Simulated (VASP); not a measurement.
Here is a VASP 6.6.1 calculation.

POSCAR

```
LiH
1.0
    2.7815484418      0.0000000000      0.0000000000
   -1.3907742209      2.4088916124      0.0000000000
    0.0000000000      0.0000000000      4.8729606993
Li H
2 2
Direct
    0.0000000000      0.0000000000      0.0000000000
    0.0000000000      0.0000000000      0.5000000000
    0.3333333333      0.6666666667      0.2500000000
    0.6666666667      0.3333333333      0.7500000000
```

The input INCAR.step1:

```
SYSTEM = LiH
PREC = Accurate ; ENCUT = 500
EDIFF = 1E-8 ; ISMEAR = 0
SIGMA = 0.01 ; LREAL = .False.
LASPH = .True. ; NELM = 80
ALGO = Normal ; LWAVE = .True.
LCHARG = .False. ; GGA = PE
```

File INCAR.step2:

```
SYSTEM = LiH
PREC = Accurate ; ENCUT = 500
EDIFF = 1E-8 ; ISMEAR = 0
SIGMA = 0.01 ; LREAL = .False.
LASPH = .True. ; NELM = 1
ALGO = Exact ; LWAVE = .True.
LCHARG = .False. ; GGA = PE
NBANDS = 124 ; LOPTICS = .True.
ISTART = 1
```

File INCAR.step3:

```
SYSTEM = LiH
PREC = Accurate ; ENCUT = 500
EDIFF = 1E-8 ; ISMEAR = 0
SIGMA = 0.01 ; LREAL = .False.
LASPH = .True. ; ALGO = EVGW0
LWAVE = .False. ; LCHARG = .False.
GGA = PE ; NELMGW = 1
NBANDS = 124 ; ENCUTGW = 140.0
NOMEGA = 96 ; PRECFOCK = Fast
ISTART = 1 ; NBANDSGW = 10
OMEGAMAX = 20
```

File KPOINTS:

```
regular mesh
0
Gamma
  6 6 4
  0 0 0
```

Potentials or basis: VASP PAW PBE potentials, release 64 (Li_GW, H_GW).

Run with:

```bash
$ cat potpaw_PBE.64/Li_GW/POTCAR potpaw_PBE.64/H_GW/POTCAR > POTCAR
$ cp INCAR.step1 INCAR
$ mpirun -np 1 vasp_std > vasp.out
$ cp INCAR.step2 INCAR
$ mpirun -np 1 vasp_std > vasp.out
$ cp INCAR.step3 INCAR
$ mpirun -np 1 vasp_std > vasp.out
```

Q: Predict the quasiparticle gap.

A: 6.40 eV.

Q: Predict the least direct quasiparticle gap.

A: 7.02 eV.

Q: Predict the least direct gap of the starting levels on the mesh.

A: 4.95 eV.

Q: Estimate the band gap of the starting levels on the mesh.

A: 4.35 eV.

Caveat: the k points lie up to 0.43 Å⁻¹ apart; bands, screening cutoff and mesh are small and nothing is extrapolated, so the quasiparticle values aren't converged.
